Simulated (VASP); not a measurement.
## Al48CN48 (a cell with a defect): single point with HSE06

Al48CN48 (a cell with a defect):

```
Al N C
1.0
     9.38927    5.42090    0.00000
    -9.38927    5.42090    0.00000
     0.00000    0.00000   10.03481
Al N C
48 48 1
Direct
  0.00210 0.16889 0.24911
  0.17029 0.00279 0.24822
  0.33731 0.33784 0.24695
  0.00134 0.33164 0.49879
  0.17199 0.16870 0.49845
  0.32157 0.97599 0.50799
  0.00243 0.16891 0.74998
  0.16698 0.00227 0.74977
  0.33190 0.33689 0.75033
  0.00175 0.33592 0.99996
  0.16813 0.16942 0.99998
  0.33342 0.00136 0.99517
  0.00155 0.66863 0.24911
  0.16762 0.50285 0.24854
  0.33622 0.83831 0.25068
  0.00212 0.83210 0.49876
  0.16095 0.65829 0.50053
  0.33281 0.50435 0.49826
  0.00119 0.66831 0.74999
  0.16746 0.50150 0.75045
  0.33479 0.83274 0.75079
  0.00183 0.83598 0.00001
  0.16815 0.66923 0.00007
  0.33467 0.50341 0.00003
  0.50175 0.17530 0.22487
  0.66740 0.00393 0.25069
  0.83333 0.33431 0.24818
  0.50181 0.35624 0.51042
  0.68192 0.15626 0.50800
  0.84257 0.99912 0.50052
  0.50179 0.17005 0.74753
  0.66881 0.99978 0.75078
  0.83660 0.33711 0.74976
  0.50179 0.34074 0.98932
  0.67014 0.16971 0.99517
  0.83545 0.00287 0.00006
  0.50182 0.67010 0.24925
  0.66638 0.50241 0.24692
  0.83596 0.83705 0.24857
  0.50180 0.83477 0.49856
  0.67078 0.67329 0.49824
  0.83159 0.49855 0.49843
  0.50180 0.66917 0.74910
  0.67170 0.50678 0.75034
  0.83613 0.83584 0.75043
  0.50180 0.83597 0.00052
  0.66890 0.67052 0.00000
  0.83545 0.50308 0.99995
  0.00455 0.16709 0.43997
  0.17209 0.99994 0.44048
  0.33355 0.33936 0.43911
  0.00120 0.33547 0.19037
  0.16932 0.16955 0.19074
  0.33310 0.00183 0.18363
  0.00178 0.16955 0.94028
  0.16710 0.00281 0.93892
  0.33142 0.33651 0.93806
  0.00147 0.33460 0.68954
  0.16884 0.16885 0.68890
  0.33389 0.00056 0.69302
  0.99909 0.66442 0.43997
  0.16400 0.49686 0.43898
  0.32530 0.81676 0.44078
  0.00232 0.83606 0.19043
  0.16833 0.66983 0.18970
  0.33447 0.50405 0.19011
  0.00190 0.66962 0.94030
  0.16789 0.50260 0.94047
  0.33509 0.83479 0.93958
  0.00204 0.83490 0.68951
  0.16659 0.66701 0.69103
  0.33427 0.50359 0.68906
  0.50176 0.08295 0.42756
  0.67831 0.99340 0.44079
  0.83159 0.32970 0.44046
  0.50180 0.34529 0.17429
  0.67039 0.17051 0.18364
  0.83523 0.00330 0.18969
  0.50182 0.17007 0.93821
  0.66857 0.00154 0.93957
  0.83655 0.33753 0.93892
  0.50176 0.34057 0.69766
  0.66963 0.16848 0.69303
  0.83692 0.00217 0.69104
  0.50186 0.66819 0.43992
  0.67012 0.50759 0.43909
  0.83944 0.83457 0.43899
  0.50177 0.83674 0.19079
  0.66908 0.67135 0.19007
  0.83424 0.50203 0.19072
  0.50183 0.66942 0.93987
  0.67224 0.50691 0.93806
  0.83577 0.83652 0.94046
  0.50176 0.83562 0.68959
  0.66924 0.67105 0.68907
  0.83468 0.50181 0.68889
  0.50177 0.20432 0.41629
```

```yaml
Program: VASP 6.6.1
Task: single point
Functional: HSE06
Potentials_or_basis: VASP PAW PBE potentials, release 64 (Al, N, C)
Cutoff: 520 eV
k_mesh: 1 × 1 × 1, shifted
Occupations: fermi-dirac, width 0.01 eV
Spin: no spin polarisation
Dipole_correction: no
Grid_for_exact_exchange_PRECFOCK: Fast
Further_INCAR_settings: LREAL = Auto; ALGO = Normal; EDIFF = 1e-06; NBANDS = 248; ISYM = -1
Share_of_exact_exchange: 0.25
Screening_parameter: 0.2079 1/Å
```

| Property | Result |
| --- | --- |
| Pressure | -3.1 GPa |
| Largest force | 0.531 eV/Å |
| Band gap on the k mesh | 1.74 eV |

Forces on the atoms (eV/Å):
```
Al   0.002 -0.004  0.009
Al   0.005 -0.016 -0.014
Al  -0.039  0.008 -0.018
Al   0.015  0.040 -0.012
Al  -0.047 -0.003 -0.002
Al   0.105 -0.004 -0.051
Al  -0.007 -0.012  0.000
Al   0.005 -0.001  0.014
Al  -0.001  0.007  0.023
Al   0.002  0.005  0.004
Al  -0.003  0.004 -0.001
Al   0.005 -0.005  0.016
Al   0.006  0.001  0.009
Al   0.007  0.002  0.014
Al   0.029 -0.035  0.023
Al  -0.023 -0.028 -0.013
Al   0.030  0.061 -0.045
Al  -0.002 -0.014 -0.022
Al   0.008  0.011  0.000
Al  -0.007  0.009 -0.002
Al   0.005 -0.001  0.016
Al  -0.001 -0.001  0.004
Al   0.003  0.002  0.010
Al  -0.009 -0.003  0.003
Al   0.036 -0.022  0.019
Al   0.043 -0.010  0.018
Al   0.014  0.004 -0.012
Al  -0.079  0.052 -0.018
Al   0.056 -0.085 -0.053
Al  -0.038 -0.057 -0.044
Al   0.016 -0.010  0.053
Al   0.005 -0.005  0.016
Al   0.006 -0.002  0.016
Al  -0.001  0.000  0.062
Al   0.004  0.003  0.017
Al   0.000  0.000  0.010
Al  -0.006  0.003  0.017
Al  -0.025  0.025 -0.016
Al   0.001 -0.007  0.012
Al   0.026 -0.016 -0.025
Al   0.015  0.007 -0.021
Al  -0.017  0.042 -0.002
Al  -0.008  0.006 -0.003
Al   0.000  0.000  0.022
Al  -0.011  0.002 -0.001
Al  -0.001  0.002  0.006
Al   0.003  0.011  0.005
Al  -0.004  0.006  0.001
N   -0.005 -0.007  0.011
N    0.012 -0.010  0.021
N    0.033  0.033  0.050
N   -0.002 -0.001 -0.011
N    0.007 -0.004 -0.011
N   -0.022  0.033 -0.012
N    0.003  0.000 -0.002
N    0.008  0.001 -0.008
N    0.015  0.018 -0.023
N   -0.004 -0.007  0.003
N    0.003  0.005  0.006
N    0.001 -0.023 -0.044
N    0.004  0.003  0.011
N   -0.012 -0.012  0.023
N   -0.067 -0.002  0.052
N    0.000  0.004 -0.012
N   -0.005 -0.023 -0.020
N    0.004 -0.002 -0.018
N    0.000 -0.005 -0.003
N    0.001 -0.003 -0.005
N   -0.009 -0.001 -0.015
N    0.003  0.004  0.005
N    0.000 -0.013  0.006
N    0.009 -0.010  0.010
N   -0.445  0.262  0.123
N   -0.023  0.059  0.053
N    0.008 -0.014  0.021
N    0.037 -0.023  0.002
N   -0.037  0.000 -0.015
N    0.018  0.015 -0.019
N   -0.002  0.000 -0.017
N   -0.004  0.005 -0.015
N    0.002 -0.011 -0.009
N   -0.013  0.006 -0.078
N    0.023  0.007 -0.045
N    0.012  0.006  0.004
N    0.006 -0.007  0.004
N   -0.020 -0.046  0.051
N    0.002  0.018  0.023
N   -0.011  0.007 -0.008
N    0.003 -0.001 -0.017
N    0.007 -0.003 -0.011
N    0.003 -0.003  0.000
N   -0.010 -0.025 -0.024
N    0.002 -0.001 -0.006
N   -0.007  0.006  0.013
N    0.013 -0.003  0.009
N   -0.001 -0.006  0.008
C    0.335 -0.201 -0.102
```

Stress tensor (GPa, compression positive):
```
-3.00 -0.41  0.31
-0.41 -3.63 -0.18
 0.31 -0.18 -2.62
```

Levels at points of the mesh, in eV from the valence-band top:
| k point | band 192 | band 193 | band 194 | band 195 | band 196 | band 197 |
| --- | --- | --- | --- | --- | --- | --- |
| (0.25, 0.25, 0.25) | -2.65 | -2.59 | 0.00 | 1.74 | 4.04 | 4.30 |

Wall time 11 min on 4 MPI ranks on Intel(R) Xeon(R) 6975P-C (Granite Rapids), with other jobs on the host, peak memory 0.83 GiB a rank.

Caveat: the PAW data sets were made with another functional, which shifts forces and pressure a little.
